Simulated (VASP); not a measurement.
Set up this calculation in VASP 6.6.1, as the native input.

- Task: single point
- Functional: r2SCAN
- Dispersion: D3(BJ)
- Potentials or basis: VASP PAW PBE potentials, release 64 (C, O, H)
- Cutoff: 520 eV
- k mesh: 1 × 1 × 1
- Occupations: fermi-dirac, width 0.05 eV
- Spin: no spin polarisation
- Dipole correction: no
- Further INCAR settings: LREAL = Auto; ALGO = Normal; EDIFF = 1e-06; NBANDS = 64

H6C2O:

```
C O H
1.0
     6.77081    0.00000    0.00000
     0.00000    6.77081    0.00000
     0.00000    0.00000    6.77081
C O H
8 4 24
Direct
  0.62938 0.00904 0.75952
  0.69393 0.12049 0.57758
  0.12400 0.36702 0.73124
  0.14946 0.45641 0.52856
  0.67683 0.43537 0.08362
  0.57572 0.62775 0.13200
  0.19137 0.01686 0.16398
  0.03535 0.87736 0.08827
  0.57163 0.07177 0.41333
  0.33390 0.39520 0.44715
  0.60045 0.67307 0.33698
  0.06562 0.84930 0.88175
  0.46136 0.16509 0.41625
  0.68767 0.28053 0.60185
  0.84608 0.08327 0.53819
  0.72520 0.04244 0.88378
  0.47800 0.04688 0.79976
  0.63443 0.85023 0.73066
  0.42004 0.51042 0.42567
  0.03129 0.40784 0.42873
  0.14333 0.61810 0.53608
  0.97739 0.39649 0.79096
  0.14316 0.20733 0.72492
  0.23354 0.42815 0.83276
  0.57450 0.81447 0.35736
  0.63723 0.74774 0.04364
  0.41766 0.61735 0.09631
  0.65604 0.40175 0.92694
  0.83519 0.44359 0.11433
  0.61552 0.31276 0.16857
  0.96220 0.76537 0.83278
  0.04354 0.73505 0.16584
  0.88879 0.93963 0.11770
  0.18219 0.02702 0.32432
  0.33870 0.96508 0.12509
  0.17263 0.16480 0.10319
```

These files were run (other wordings do the same):

POSCAR

```
H6C2O
1.0
    6.7708090000      0.0000000000      0.0000000000
    0.0000000000      6.7708090000      0.0000000000
    0.0000000000      0.0000000000      6.7708090000
C O H
8 4 24
Direct
    0.6293766648      0.0090441384      0.7595150525
    0.6939290283      0.1204898881      0.5775798471
    0.1239981611      0.3670206055      0.7312378535
    0.1494559533      0.4564097811      0.5285594401
    0.6768304950      0.4353722359      0.0836242583
    0.5757239816      0.6277474724      0.1320021341
    0.1913656085      1.0168599887      0.1639836995
    0.0353505449      0.8773584691      0.0882672067
    0.5716337445      0.0717694352      0.4133309224
    0.3339003705      0.3952040260      0.4471523245
    0.6004523455      0.6730709082      0.3369802050
    0.0656226308      0.8492974171     -0.1182485056
    0.4613586020      0.1650935163      0.4162474841
    0.6876664165      0.2805279643      0.6018549757
    0.8460814292      0.0832701090      0.5381899648
    0.7252023732      0.0424402177      0.8837779309
    0.4779951774      0.0468798481      0.7997556421
    0.6344265201     -0.1497690277      0.7306641652
    0.4200383210      0.5104244650      0.4256682367
    0.0312909569      0.4078406082      0.4287299100
    0.1433268063      0.6181045001      0.5360825632
   -0.0226065589      0.3964904764      0.7909567129
    0.1431647747      0.2073260253      0.7249210834
    0.2335398863      0.4281457629      0.8327560214
    0.5745010439      0.8144713630      0.3573561375
    0.6372282498      0.7477412149      0.0436444242
    0.4176627265      0.6173548532      0.0963063362
    0.6560447133      0.4017468058     -0.0730637666
    0.8351876121      0.4435901316      0.1143277637
    0.6155227912      0.3127607312      0.1685737271
   -0.0378006543      0.7653743204     -0.1672199867
    0.0435425880      0.7350470743      0.1658425724
   -0.1112055771      0.9396288111      0.1177022410
    0.1821895441      1.0270167844      0.3243184195
    0.3386995659      0.9650848298      0.1250888932
    0.1726334631      1.1648021486      0.1031860100
```

INCAR.step1

```
SYSTEM = H6C2O
  PREC = Accurate
  ENCUT = 520
  ISMEAR = -1
  SIGMA = 0.05
  LREAL = Auto
  LASPH = .True.
  NELM = 60
  NBANDS = 64
  GGA = PE
  ALGO = Normal
  EDIFF = 1E-4
  LWAVE = .True.
  LCHARG = .False.
```

INCAR.step2

```
SYSTEM = H6C2O
  PREC = Accurate
  ENCUT = 520
  EDIFF = 1E-6
  ISMEAR = -1
  SIGMA = 0.05
  LREAL = Auto
  LASPH = .True.
  NELM = 60
  ALGO = Normal
  ISIF = 2
  LWAVE = .False.
  LCHARG = .True.
  METAGGA = R2SCAN
  LMIXTAU = .True.
  IVDW = 12
  VDW_S6 = 1.0
  VDW_S8 = 0.78981345
  VDW_A1 = 0.49484001
  VDW_A2 = 5.73083694
  LELF = .True.
  LVHAR = .True.
  NBANDS = 64
  ISTART = 1
```

KPOINTS

```
Automatic mesh
0
Gamma
  1 1 1
  0 0 0
```

Potentials or basis: VASP PAW PBE potentials, release 64 (C, O, H).

The run is started by

```sh
$ cat potpaw_PBE.64/C/POTCAR potpaw_PBE.64/O/POTCAR potpaw_PBE.64/H/POTCAR > POTCAR
$ cp INCAR.step1 INCAR
$ mpirun -np 1 vasp_gam > vasp.out
$ cp INCAR.step2 INCAR
$ mpirun -np 1 vasp_gam > vasp.out
```

It gave:

- Pressure: 0.3 GPa
- Largest force: 0.325 eV/Å
- Band gap on the k mesh: 5.98 eV
- Dispersion energy per atom: -0.022 eV

Caveat: the k points lie up to 0.93 Å⁻¹ apart, too coarse for converged energies, forces and pressures; the PAW data sets were made with another functional, which shifts forces and pressure a little.

Wall time 2.3 min on 1 thread of AMD EPYC 7R13 Processor (Zen 3) (shared host), peak memory 0.33 GiB.
